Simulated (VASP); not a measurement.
Write the native input for VASP 6.6.1 that does the following.

- Task: single point
- Functional: PBEsol
- Potentials or basis: VASP PAW PBE potentials, release 64 (Ta_pv, N)
- Cutoff: 600 eV
- k mesh: 10 × 10 × 5
- Occupations: fermi-dirac, width 0.02 eV
- Spin: no spin polarisation
- Dipole correction: no
- Further INCAR settings: ALGO = Normal; EDIFF = 1e-06; NBANDS = 24

The structure of TaN lies in POSCAR:

```
TaN
1.0
    3.1237644157      0.0000000000      0.0000000000
   -1.5618822079      2.7052593394      0.0000000000
    0.0000000000      0.0000000000      6.0477078218
Ta N
2 2
Direct
    0.3333333333      0.6666666667      0.0298993550
    0.6666666667      0.3333333333      0.5298993550
    0.3333333333      0.6666666667      0.3551006450
    0.6666666667      0.3333333333      0.8551006450
```

These files were run (other wordings do the same):

INCAR

```
SYSTEM = TaN
PREC = Accurate
ENCUT = 600
EDIFF = 1E-6
ISMEAR = -1
SIGMA = 0.02
LREAL = .FALSE.
LASPH = .TRUE.
NELM = 120
ALGO = Normal
ISIF = 2
LWAVE = .FALSE.
LCHARG = .FALSE.
GGA = PS
NBANDS = 24
GGA_COMPAT = .FALSE.
```

KPOINTS

```
regular mesh
0
G
  10 10 5
  0 0 0
```

Potentials or basis: VASP PAW PBE potentials, release 64 (Ta_pv, N).

Run with:

```bash
$ cat potpaw_PBE.64/Ta_pv/POTCAR potpaw_PBE.64/N/POTCAR > POTCAR
$ mpirun -np 1 vasp_std > vasp.out
```

Results of the run:

```json
{
  "Pressure": "0.6 GPa",
  "Largest force": "0.022 eV/Å",
  "Band gap on the k mesh": "zero (band 16 reaches 6.83 eV, above the bottom of band 17 at 6.35 eV)"
}
```

Caveat: the PAW data sets were made with another functional, which shifts forces and pressure a little; spin-orbit coupling is left out, which moves the levels of the heavy elements.

Wall time 23 s on 1 thread of Intel(R) Xeon(R) 6975P-C (Granite Rapids) (shared host), peak memory 0.21 GiB.
